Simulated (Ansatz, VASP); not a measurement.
## Sb: VASP beside Ansatz

```
Sb
1.0
     0.00000    2.48625    2.48625
     2.48625    0.00000    2.48625
     2.48625    2.48625    0.00000
Sb
1
Direct
  0.00000 0.00000 0.00000
```

Alike in both runs: task single point; functional PBE; k mesh 19 × 19 × 19; occupations fermi-dirac, width 0.1 eV; no spin polarisation.

|  | VASP | Ansatz |
| --- | --- | --- |
| version | VASP 6.6.1 | Ansatz 0.2.0 |
| potentials or method | VASP PAW PBE potentials, release 64 (Sb), cutoff 520 eV | plane waves (420 eV) with PAW, scalar-relativistic |
| valence electrons in the cell | 5 | 15 |

|  | VASP | Ansatz | Ansatz less VASP |
| --- | --- | --- | --- |
| pressure (GPa) | -5.1 | -5.0 | +0.12 |

The functional is the same, so the differences come from potentials, cutoffs and numerics. VASP's potentials hold 5 valence electrons a cell and Ansatz's 15, so a difference there can come from the potentials and not from the codes.

Spin-orbit coupling is off throughout.
